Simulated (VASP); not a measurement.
Input of a VASP 6.6.1 run:

File INCAR:

```
SYSTEM = Si3Ge
ALGO = Normal
EDIFF = 1E-7
EDIFFG = -0.01
ENCUT = 600
GGA = PE
IBRION = 2
ISIF = 3
ISMEAR = 0
LASPH = .TRUE.
LCHARG = .FALSE.
LREAL = .FALSE.
LWAVE = .FALSE.
NELM = 80
NSW = 100
PREC = Accurate
SIGMA = 0.1
```

The input KPOINTS:

```
k-points
0
G
  12 12 12
  0 0 0
```

POSCAR

```
Si3Ge
1.0
    0.0000000000      3.1853913444      3.1853913444
    3.1853913444      0.0000000000      3.1853913444
    3.1853913444      3.1853913444      0.0000000000
Si Ge
3 1
Direct
    0.7500000000      0.7500000000      0.7500000000
    0.2500000000      0.2500000000      0.2500000000
    0.5000000000      0.5000000000      0.5000000000
    0.0000000000      0.0000000000      0.0000000000
```

Potentials or basis: VASP PAW PBE potentials, release 64 (Si, Ge_d).

Run with:

```bash
$ cat potpaw_PBE.64/Si/POTCAR potpaw_PBE.64/Ge_d/POTCAR > POTCAR
$ mpirun -np 1 vasp_std > vasp.out
```

What does it give for the relaxed cell?

a = 4.481 Å, b = 4.481 Å, c = 4.481 Å, α = 60.00°, β = 60.00°, γ = 60.00°.

Predict the space group after relaxing (to 0.05 Å).

Fm-3m (No. 225).

The path:
```tsv
step	energy change (eV)	largest force (eV/Å)	pressure (GPa)	volume (Å³)
1	0.0000	0.0000	-1.28	64.64
2	-0.0040	0.0000	0.24	63.44
3	-0.0042	0.0000	0.02	63.62
```
